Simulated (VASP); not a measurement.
**Br: single point with PBEsol**

Crystal: Br.

```
Br
1.0
     2.13484    1.23255    1.74280
    -2.13484    1.23255    1.74280
     0.00000   -2.46510    1.74280
Br
1
Direct
  0.50000 0.50000 0.50000
```

```json
{"Program": "VASP 6.6.1", "Task": "single point", "Functional": "PBEsol", "Potentials or basis": "VASP PAW PBE potentials, release 64 (Br)", "Cutoff": "520 eV", "k mesh": "18 × 18 × 18", "Occupations": "gaussian, width 0.1 eV", "Spin": "no spin polarisation"}
```

```yaml
Pressure: 0.0 GPa
Band_gap_on_the_k_mesh: zero (an odd number of electrons rules out a gap without spin polarisation)
```

Levels at points of the mesh, in eV from the Fermi level:
```csv
k point,band 1,band 2,band 3,band 4,band 5,band 6,band 7,band 8
"(0.00, 0.00, 0.00)",-16.14,-0.15,-0.15,-0.15,6.33,8.61,8.61,20.21
"(0.50, 0.00, 0.00)",-15.07,-5.56,0.59,0.59,9.78,10.30,11.59,13.52
"(0.50, 0.50, 0.00)",-14.06,-4.35,-4.35,1.26,4.75,12.05,15.19,15.20
"(0.50, 0.50, 0.50)",-13.09,-3.32,-3.32,-3.31,7.16,7.16,7.16,11.20
```

It took 47 s on 1 thread of AMD EPYC 9R45 96-Core Processor (Zen 5) (shared host), peak memory 0.23 GiB.

Caveat: the PAW data sets were made with another functional, which shifts forces and pressure a little; an odd number of electrons without spin polarisation forces a metal; a magnetic or distorted state may lie lower.
